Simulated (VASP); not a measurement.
TePb, 2 atoms in the cell. The structure is cubic, space group Fm-3m (No. 225). Conventional cell: a = 6.462 Å, b = 6.462 Å, c = 6.462 Å, α = 90.00°, β = 90.00°, γ = 90.00°. Te (site symmetry m-3m) has 6 Pb at 3.23 Å within 4.3 Å. Pb (site symmetry m-3m) has 6 Te at 3.23 Å within 4.3 Å. 

- Program: VASP 6.6.1
- Task: single point
- Functional: LDA
- Potentials or basis: VASP PAW LDA potentials, release 64 (Te, Pb_d)
- Cutoff: 520 eV
- k mesh: 4 × 4 × 4
- Occupations: gaussian, width 0.01 eV
- Spin: no spin polarisation
- Dipole correction: no
- Further INCAR settings: ALGO = Normal; EDIFF = 1e-07; NBANDS = 17

Potentials or basis: VASP PAW LDA potentials, release 64 (Te, Pb_d).

Launch:

```console
$ cat potpaw_LDA.64/Te/POTCAR potpaw_LDA.64/Pb_d/POTCAR > POTCAR
$ mpirun -np 1 vasp_std > vasp.out
```

Hardware: 1 thread of Intel(R) Xeon(R) Platinum 8488C (Sapphire Rapids), on a shared host.

Problem. How long does it take, and how much memory?

Solution. Wall time 9.8 s on 1 thread of Intel(R) Xeon(R) Platinum 8488C (Sapphire Rapids), on a shared host, peak memory 0.17 GiB. Counts: scf iterations 12, k points 8.
